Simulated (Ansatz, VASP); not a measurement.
**Two plane-wave programs on InP3**

File INCAR:

```
SYSTEM = InP3
PREC = Accurate ; ENCUT = 520
EDIFF = 1E-7 ; ISMEAR = 0
SIGMA = 0.15 ; LREAL = .FALSE.
LASPH = .TRUE. ; NELM = 60
ALGO = Normal ; ISIF = 2
LWAVE = .FALSE. ; LCHARG = .FALSE.
GGA = PS ; NBANDS = 38
```

KPOINTS

```
Automatic mesh
0
G
  6 6 6
  0 0 0
```

POSCAR

```
InP3
1.0
    3.7149867624      2.1448486073      3.3777576014
   -3.7149867624      2.1448486073      3.3777576014
    0.0000000000     -4.2896972146      3.3777576014
In P
2 6
Direct
    0.2732788992      0.2732788992      0.2732788992
    0.7267211008      0.7267211008      0.7267211008
    0.7947108820      0.2411926338      0.7947108820
    0.7947108820      0.7947108820      0.2411926338
    0.2411926338      0.7947108820      0.7947108820
    0.2052891180      0.7588073662      0.2052891180
    0.7588073662      0.2052891180      0.2052891180
    0.2052891180      0.2052891180      0.7588073662
```

Input for Ansatz:

```yaml
crystal:
  lattice:
    - [3.7149867624, 2.1448486073, 3.3777576014]
    - [-3.7149867624, 2.1448486073, 3.3777576014]
    - [0.0, -4.2896972146, 3.3777576014]
  atoms:
    - { symbol: In, position: [0.2732788992, 0.2732788992, 0.2732788992] }
    - { symbol: In, position: [0.7267211008, 0.7267211008, 0.7267211008] }
    - { symbol: P, position: [0.794710882, 0.2411926338, 0.794710882] }
    - { symbol: P, position: [0.794710882, 0.794710882, 0.2411926338] }
    - { symbol: P, position: [0.2411926338, 0.794710882, 0.794710882] }
    - { symbol: P, position: [0.205289118, 0.7588073662, 0.205289118] }
    - { symbol: P, position: [0.7588073662, 0.205289118, 0.205289118] }
    - { symbol: P, position: [0.205289118, 0.205289118, 0.7588073662] }
basis:
  ecutwfc: 420
kpoints:
  mp_grid: { grid: [6, 6, 6] }
hamiltonian:
  xc: pbesol
scf:
  occupations: { method: gaussian, width: 0.15 }
output:
  forces: true
  stress: true
  eigenvalues: true
```

Change from the starting cell: strain +0.0300 x Voigt [0, 0, 1, 0, 0, 0], atoms carried along.

Alike in both runs: task single point; functional PBEsol; k mesh 6 × 6 × 6; occupations gaussian, width 0.15 eV; no spin polarisation.

|  | VASP | Ansatz |
| --- | --- | --- |
| version | VASP 6.6.1 | Ansatz 0.2.0 |
| potentials or method | VASP PAW PBE potentials, release 64 (In_d, P), cutoff 520 eV | scalar-relativistic, plane waves, PAW |
| valence electrons in the cell | 56 | 56 |

```tsv
	VASP	Ansatz	Ansatz less VASP
gap on the k mesh at the Fermi level (eV)	none	none	-
pressure (GPa)	-1.9	-1.9	+0.02
traceless stress, the component that is largest in VASP (GPa)	-1.25	-1.27	-0.020
rms of the force components (eV/Å)	0.158	0.147	-0.0111
```

VASP's potentials were made for PBE, not for PBEsol. Atom by atom the forces differ by 0.012 eV/Å (rms over components). A gap of «none» marks a metal or a gap that the smearing closes. The functional is the same, so the differences come from potentials, cutoffs and numerics.
